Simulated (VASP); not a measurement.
# CdS (R3m) in VASP: notebook, part 3 of 3

VASP 6.6.1. The steps go on from the part before.

### 4 Electric field gradients, PBE (equal xy, yz and zx shear strains of +3 %)

Input file INCAR:

```
SYSTEM = CdS
PREC     = Accurate       ! precision mode
ENCUT    = 520            ! plane-wave cutoff, eV
EDIFF    = 1E-8           ! SCF threshold, eV
ISMEAR   = -1             ! smearing method
SIGMA    = 0.02           ! smearing width, eV
LREAL    = .FALSE.        ! projectors in reciprocal space
LASPH    = .TRUE.         ! aspherical terms in the spheres
NELM     = 60             ! most SCF steps
ALGO     = Normal         ! electronic algorithm
ISIF     = 2              ! what is computed and relaxed
LWAVE    = .FALSE.        ! write WAVECAR
LCHARG   = .FALSE.        ! write CHGCAR
GGA      = PE             ! functional
LEFG     = .TRUE.       
NBANDS   = 16             ! bands
```

Input file KPOINTS:

```
Automatic mesh
0
G
  7 7 7
  0 0 0
```

Input file POSCAR:

```
CdS
1.0
    0.0882886040      2.9870977669      2.9870977669
    2.9870977669      0.0882886040      2.9870977669
    2.9870977669      2.9870977669      0.0882886040
Cd S
1 1
Direct
    0.0000000000      0.0000000000      0.0000000000
    0.7500000000      0.7500000000      0.7500000000
```

Potentials or basis: VASP PAW PBE potentials, release 64 (Cd, S).

On the command line:

```console
$ cat potpaw_PBE.64/Cd/POTCAR potpaw_PBE.64/S/POTCAR > POTCAR
$ mpirun -np 1 vasp_std > vasp.out
```

OUTCAR:

```text
SYSTEM = CdS
   PREC = Accurate
   ENCUT = 520
   EDIFF = 1E-8
   ISMEAR = -1
   LREAL = .FALSE.
   LASPH = .TRUE.
   NELM = 60
   ISIF = 2
   GGA = PE

 ion  position               nearest neighbor table
   1  0.000  0.000  0.000-   2 2.52   2 2.52   2 2.52   2 2.63
   2  0.750  0.750  0.750-   1 2.52   1 2.52   1 2.52   1 2.63

  LATTYP: Found a trigonal (rhomboedric) cell.
 ALAT       =     4.2253166764
 COS(alpha) =     0.5293254421

  Lattice vectors:

 A1 = (   0.0882886040,   2.9870977669,   2.9870977669)
 A2 = (   2.9870977669,   0.0882886040,   2.9870977669)
 A3 = (   2.9870977669,   2.9870977669,   0.0882886040)

Analysis of symmetry for initial positions (statically):
=====================================================================
 Subroutine PRICEL returns:
 Original cell was already a primitive cell.

 Routine SETGRP: Setting up the symmetry group for a
 trigonal (rhombohedral) supercell.

 Subroutine GETGRP returns: Found  6 space group operations
 (whereof  6 operations were pure point group operations)
 out of a pool of 12 trial point group operations.

The static configuration has the point symmetry C_3v.

Analysis of symmetry for dynamics (positions and initial velocities):
=====================================================================
 Subroutine PRICEL returns:
 Original cell was already a primitive cell.

 Routine SETGRP: Setting up the symmetry group for a
 trigonal (rhombohedral) supercell.

 Subroutine GETGRP returns: Found  6 space group operations
 (whereof  6 operations were pure point group operations)
 out of a pool of 12 trial point group operations.

The dynamic configuration has the point symmetry C_3v.

 Subroutine INISYM returns: Found  6 space group operations
 (whereof  6 operations are pure point group operations),
 and found     1 'primitive' translations

----------------------------------------------------------------------------------------

                                     Primitive cell

  volume of cell :      50.9436

  direct lattice vectors                    reciprocal lattice vectors
     0.088288604  2.987097767  2.987097767    -0.174996533  0.169972709  0.169972709
     2.987097767  0.088288604  2.987097767     0.169972709 -0.174996533  0.169972709
     2.987097767  2.987097767  0.088288604     0.169972709  0.169972709 -0.174996533

  length of vectors
     4.225316676  4.225316676  4.225316676     0.297330170  0.297330170  0.297330170

  position of ions in fractional coordinates (direct lattice)
     0.000000000  0.000000000  0.000000000
     0.750000000  0.750000000  0.750000000

  ion indices of the primitive-cell ions
   primitive index   ion index
                 1           1
                 2           2

----------------------------------------------------------------------------------------

 KPOINTS: Automatic mesh

Automatic generation of k-mesh.
 Grid dimensions read from file:
 generate k-points for:    7    7    7

 Generating k-lattice:
[... 59 lines left out ...]
   LASPH  =      T    aspherical Exc in radial PAW
   ENCUT  =  520.0 eV  38.22 Ry    6.18 a.u.   7.86  7.86  7.86*2*pi/ulx,y,z
   NELM   =     60;   NELMIN=  2; NELMDL= -5     # of ELM steps
   EDIFF  = 0.1E-07   stopping-criterion for ELM
   LREAL  =      F    real-space projection
   EDIFFG = 0.1E-06   stopping-criterion for IOM
   NSW    =      0    number of steps for IOM
   IBRION =     -1    ionic relax: 0-MD 1-quasi-New 2-CG
   NFREE  =      0    steps in history (QN), initial steepest desc. (CG)
   ISIF   =      2    stress and relaxation
   ISYM   =      2    0-nonsym 1-usesym 2-fastsym
   POTIM  = 0.5000    time-step for ionic-motion
   TEBEG  =    0.0;   TEEND  =   0.0 temperature during run
   PSTRESS=    0.0 pullay stress
   NELECT =      18.0000    total number of electrons
   NUPDOWN=      -1.0000    fix difference up-down
   EMIN   =  10.00;   EMAX   =-10.00  energy-range for DOS
   EFERMI =   0.00;   METHOD = LEGACY
   ISMEAR =    -1;   SIGMA  =   0.02  broadening in eV -4-tet -1-fermi 0-gaus
   EFERMI_NEDOS =   21; number of points for ismear=-14 and -15
   IALGO  =     38    algorithm
   IMIX   =      4    mixing-type and parameters
     AMIX     =   0.40;   BMIX     =  1.00
     AMIX_MAG =   1.60;   BMIX_MAG =  1.00
  volume/ion in A,a.u.               =      25.47       171.89
  Fermi-wavevector in a.u.,A,eV,Ry     =   1.157362  2.187096 18.224810  1.339486
  Thomas-Fermi vector in A             =   2.293974
   LORBIT       =      0    0 simple, 1 ext, 2 COOP (PROOUT), +10 PAW based schemes
   GGA     = PE    functional components
[... 5 lines left out ...]
 non-spin polarized calculation
  energy-cutoff  :      520.00
  volume of cell :       50.94
 maximum number of plane-waves:      1393
   NGX = 15   NGY = 15   NGZ = 15

 number of electron      18.0000004 magnetization

 Free energy of the ion-electron system (eV)
  ---------------------------------------------------
  ext. energy  EPLUGINS =         0.00000000
  ---------------------------------------------------
  free energy    TOTEN  =        -6.11999884 eV

  energy without entropy =       -6.11999884  energy(sigma->0) =       -6.11999884

 E-fermi :   1.5169     XC(G=0):  -9.0256

 val. band max:        1.1405221895   @ k =   0.0000   0.0000   0.0000
 cond. band min:       2.1790222921   @ k =   0.0000   0.0000   0.0000
 fundamental gap:      1.0385001026
 Fermi energy:         1.5169243570

 k-point     1 :       0.0000    0.0000    0.0000
  band No.  band energies     occupation
      1     -11.1247      2.00000
      2      -6.5655      2.00000
      3      -6.5655      2.00000
      4      -6.5186      2.00000
      5      -6.1036      2.00000
      6      -6.1036      2.00000
[... 433 lines left out ...]
      3      -6.3936      2.00000
      4      -6.2110      2.00000
      5      -6.0743      2.00000
      6      -5.9788      2.00000
[... 8 lines left out ...]
     15      13.4544      0.00000
     16      14.7192      0.00000

 [... further k-points ...]
[... 5 lines left out ...]
  --------------------------------------------------------------------------------------
  -------------------------------------------------------------------------------------
  Total        0.5442067      0.5442067      0.5442067     -0.4459582     -0.4459582     -0.4459582
  in kB       17.1153030     17.1153030     17.1153030    -14.0253865    -14.0253865    -14.0253865
  external PRESSURE =      17.1153030 kB  Pullay stress =       0.0000000 kB

 VOLUME and BASIS-vectors are now :
 -----------------------------------------------------------------------------
  energy-cutoff  :      520.00
  volume of cell :       50.94
      direct lattice vectors                 reciprocal lattice vectors
     0.088288604  2.987097767  2.987097767    -0.174996533  0.169972709  0.169972709
     2.987097767  0.088288604  2.987097767     0.169972709 -0.174996533  0.169972709
     2.987097767  2.987097767  0.088288604     0.169972709  0.169972709 -0.174996533

 POSITION                                       TOTAL-FORCE (eV/Angst)
 -----------------------------------------------------------------------------------
      0.00000      0.00000      0.00000        -0.158142     -0.158142     -0.158142
      4.54686      4.54686      4.54686         0.158142      0.158142      0.158142
 -----------------------------------------------------------------------------------
    total drift:                               -0.000241     -0.000241     -0.000241

  FREE ENERGIE OF THE ION-ELECTRON SYSTEM (eV)
  ---------------------------------------------------
  free  energy   TOTEN  =        -6.1199988408 eV

  energy  without entropy=       -6.1199988407  energy(sigma->0) =       -6.11999884

 Electric field gradients (V/A^2)
---------------------------------------------------------------------
 ion       V_xx      V_yy      V_zz      V_xy      V_xz      V_yz
---------------------------------------------------------------------
   1       0.000     0.000    -0.000    16.216    16.216    16.216
   2      -0.000    -0.000     0.000     3.320     3.320     3.320
---------------------------------------------------------------------

 Electric field gradients after diagonalization (V/A^2)
 (convention: |V_zz| > |V_xx| > |V_yy|)
----------------------------------------------------------------------
 ion       V_xx      V_yy      V_zz     asymmetry (V_yy - V_xx)/ V_zz
----------------------------------------------------------------------
   1     -16.216   -16.216    32.431       0.000
   2      -3.320    -3.320     6.640       0.000
----------------------------------------------------------------------

           NMR quadrupolar parameters

 Cq : quadrupolar parameter    Cq=e*Q*V_zz/h
 eta: asymmetry parameters     (V_yy - V_xx)/ V_zz
 Q  : nuclear electric quadrupole moment in mb (millibarn)
----------------------------------------------------------------------
 ion       Cq(MHz)       eta       Q (mb)
----------------------------------------------------------------------
   1       0.078       0.000       1.000
   2       0.016       0.000       1.000
----------------------------------------------------------------------
```

Run time: 28 s. Hardware: 1 thread of Intel Xeon Platinum 8259CL at 2.50GHz (Skylake/Cascade Lake), shared host; peak memory 0.19 GiB.

What came out:

| Item | Value |
| --- | --- |
| Free energy | -6.1200 eV |
| Pressure | 1.7 GPa |
| Largest force | 0.274 eV/Å |
| Band gap on the k mesh | 1.04 eV, direct |

Forces in eV/Å, atoms in the order of the input:
```
Cd  -0.158 -0.158 -0.158
S    0.158  0.158  0.158
```

Electric field gradients, principal values (V/Å²):
```
atom    least   middle  greatest (by size)
1 Cd  -16.216  -16.216              32.431
 2 S   -3.320   -3.320               6.640
```

Caveat: the cell differs from its parent crystal (equal xy, yz and zx shear strains of +3 %); without QUAD_EFG the Cq values of the log hold for a quadrupole moment of 1 mb, not for the nuclei.

### 5 The runs side by side

```tsv
cell	gap on the mesh (eV)	pressure (GPa)	largest force (eV/Å)
a = 4.121 Å, angles 61.3°, 2 atoms	1.04	1.6	0.24
a = 4.183 Å, angles 59.3°, 2 atoms	1.07	1.5	0.10
a = 4.225 Å, angles 58.0°, 2 atoms	1.04	1.7	0.27
```

Alike in all rows: task electric field gradients; level PBE; potentials or basis VASP PAW PBE potentials, release 64 (Cd, S); no spin polarisation; k mesh 7 × 7 × 7; cutoff (eV) 520; smearing fermi-dirac 0.02 eV.

Total energies depend on the potentials used, so only differences within one code and one set of settings carry meaning.
